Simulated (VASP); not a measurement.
The system is BaTe.

```xyz
2
Lattice="0.0000 3.6384 3.6384 3.6384 0.0000 3.6384 3.6384 3.6384 0.0000" Properties=species:S:1:pos:R:3 pbc="T T T"
Ba    0.0000    0.0000    0.0000
Te    3.6384    3.6384    3.6384
```

This cell differs from its parent crystal: strain +3.0%.

Base run:

```yaml
Program: VASP 6.6.1
Functional: PBE
Potentials_or_basis: VASP PAW PBE potentials, release 64 (Ba_sv, Te)
Cutoff: 520 eV
k_mesh: 4 × 4 × 4
Occupations: gaussian, width 0.01 eV
Spin: no spin polarisation
```

Its results: band gap on the k mesh 1.73 eV (least direct gap 2.11 eV); pressure -1.8 GPa.

The run is repeated on the same cell with these changes: functional from PBE to r2SCAN; k mesh from 4 × 4 × 4 to 6 × 6 × 6. What comes out?

Band gap on the k mesh 2.09 eV (least direct gap 2.47 eV); pressure -2.0 GPa.

Several settings changed at once.

Caveats: spin-orbit coupling is left out, which moves the levels of the heavy elements; the PAW data sets were made with another functional, which shifts forces and pressure a little (at least some runs).

A k mesh can miss the band edges.
